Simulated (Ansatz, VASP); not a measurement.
## Two plane-wave programs on ZnO

Contents of INCAR:

```
PREC     = Accurate       # precision mode
ENCUT    = 520            # plane-wave cutoff, eV
EDIFF    = 1E-7           # SCF threshold, eV
ISMEAR   = 0              # smearing method
SIGMA    = 0.02           # smearing width, eV
LREAL    = False          # projectors in reciprocal space
LASPH    = True           # aspherical terms in the spheres
NELM     = 80             # most SCF steps
ALGO     = Normal         # electronic algorithm
ISIF     = 2              # what is computed and relaxed
LWAVE    = False          # write WAVECAR
LCHARG   = False          # write CHGCAR
GGA      = PS             # functional
NBANDS   = 26             # bands
```

KPOINTS

```
Automatic mesh
0
Gamma
  6 6 4
```

POSCAR

```
ZnO
1.0
    3.2300572067      0.0000000000      0.0000000000
   -1.6150286033      2.7973115966      0.0000000000
    0.0000000000      0.0000000000      5.2141142653
Zn O
2 2
Direct
    0.3333333333      0.6666666667      0.5000326392
    0.6666666667      0.3333333333      0.0000326392
    0.6666666667      0.3333333333      0.3789773608
    0.3333333333      0.6666666667      0.8789773608
```

Input for Ansatz:

```yaml
crystal:
  lattice:
    - [3.2300572067, 0.0, 0.0]
    - [-1.6150286033, 2.7973115966, 0.0]
    - [0.0, 0.0, 5.2141142653]
  atoms:
    - { symbol: Zn, position: [0.3333333333, 0.6666666667, 0.5000326392] }
    - { symbol: Zn, position: [0.6666666667, 0.3333333333, 3.26392e-05] }
    - { symbol: O, position: [0.6666666667, 0.3333333333, 0.3789773608] }
    - { symbol: O, position: [0.3333333333, 0.6666666667, 0.8789773608] }
basis:
  ecutwfc: 420
kpoints:
  mp_grid: { grid: [6, 6, 4] }
  band_path:
    path:
      - [0.0, 0.0, 0.0]
      - [0.5, 0.0, 0.0]
      - [0.3333333333, 0.3333333333, 0.0]
      - [0.0, 0.0, 0.5]
      - [0.5, 0.0, 0.5]
      - [0.3333333333, 0.3333333333, 0.5]
    npoints: 1
hamiltonian:
  xc: pbesol
scf:
  occupations: { method: gaussian, width: 0.02 }
  n_extra_bands: 5
output:
  forces: true
  stress: true
  eigenvalues: true
```

Alike in both runs: task single point; functional PBEsol; k mesh 6 × 6 × 4; occupations gaussian, width 0.02 eV; no spin polarisation.

|  | VASP | Ansatz |
| --- | --- | --- |
| version | VASP 6.6.1 | Ansatz 0.2.0 |
| potentials or method | VASP PAW PBE potentials, release 64 (Zn, O), cutoff 520 eV | scalar-relativistic, plane waves, PAW |
| valence electrons in the cell | 36 | 36 |

VASP gave:

```
gap on the k mesh at the Fermi level (eV) : 0.69
least direct gap on the mesh (eV)         : 0.69
pressure (GPa)                            : 1.0
```

Problem. What did Ansatz give for the same quantities?

Solution. gap on the k mesh at the Fermi level (eV): 0.70; least direct gap on the mesh (eV): 0.70; pressure (GPa): 0.0.

VASP's potentials were made for PBE, not for PBEsol.
